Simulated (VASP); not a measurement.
## WC: single point with PBEsol

Crystal: WC.

```xyz
16
Lattice="-2.9530 -5.1148 0.0000 4.4296 -2.5574 0.0000 0.0000 0.0000 5.7734" Properties=species:S:1:pos:R:3 pbc="T T T"
W     0.1362   -5.1655   -0.0522
W     0.1327   -5.3467    2.9084
W    -1.5201   -2.5710    0.0427
W    -1.5710   -2.7143    3.0113
W     1.2566   -2.6209    0.0506
W     1.6378   -2.5608    2.9296
W     0.0702   -0.0533    0.0437
W     0.0997   -0.0724    2.8586
C     1.5088   -4.7213    1.5864
C     1.5027   -4.2467    4.4372
C     0.0427   -1.7864    1.4741
C     0.0115   -1.4979    4.3437
C     3.3099   -1.7390    1.3689
C     2.8410   -1.6820    4.5307
C    -1.2073   -4.4039    1.4444
C    -1.4855   -4.4819    4.5703
```

```json
{"Program": "VASP 6.6.1", "Task": "single point", "Functional": "PBEsol", "Potentials or basis": "VASP PAW PBE potentials, release 64 (W_sv, C)", "Cutoff": "520 eV", "k mesh": "3 × 3 × 3", "Occupations": "fermi-dirac, width 0.24 eV", "Spin": "no spin polarisation", "Dipole correction": "no", "Further INCAR settings": "LREAL = Auto; ALGO = Normal; EDIFF = 1e-06; NBANDS = 86"}
```

- Pressure: -5.6 GPa
- Largest force: 5.096 eV/Å
- Band gap on the k mesh: zero (band 72 reaches 10.62 eV, above the bottom of band 73 at 10.46 eV)

Forces in eV/Å, atoms in the order of the input:
```
W   -2.139 -0.726  3.155
W   -2.474  2.419  0.597
W    2.091 -1.401  0.639
W    4.447  0.943 -0.931
W    4.955  0.517 -1.072
W   -2.527 -1.430 -0.210
W   -0.301 -0.815 -0.045
W    0.521 -0.515  0.968
C    1.186  4.006 -1.408
C   -0.046 -0.409 -1.637
C   -0.420  0.096  1.194
C   -0.531 -4.360  0.325
C   -4.287  0.134  2.633
C    0.933 -1.880 -1.755
C   -2.165  0.386  1.032
C    0.756  3.035 -3.486
```

Stress tensor (GPa, compression positive):
```
-3.18  0.41 -2.51
 0.41 -4.33  2.54
-2.51  2.54 -9.37
```

Levels at points of the mesh, in eV from the Fermi level:
```
           k point  band 69  band 70  band 71  band 72  band 73  band 74  band 75  band 76
(0.00, 0.00, 0.00)    -0.66    -0.51    -0.23    -0.16     0.30     0.60     0.99     1.61
```

Wall time 8.5 min on 1 thread of Intel Xeon 6975P-C (shared host), peak memory 0.37 GiB.

Caveat: the k points lie up to 0.41 Å⁻¹ apart; the PAW data sets were made with another functional, which shifts forces and pressure a little; spin-orbit coupling is left out, which moves the levels of the heavy elements.
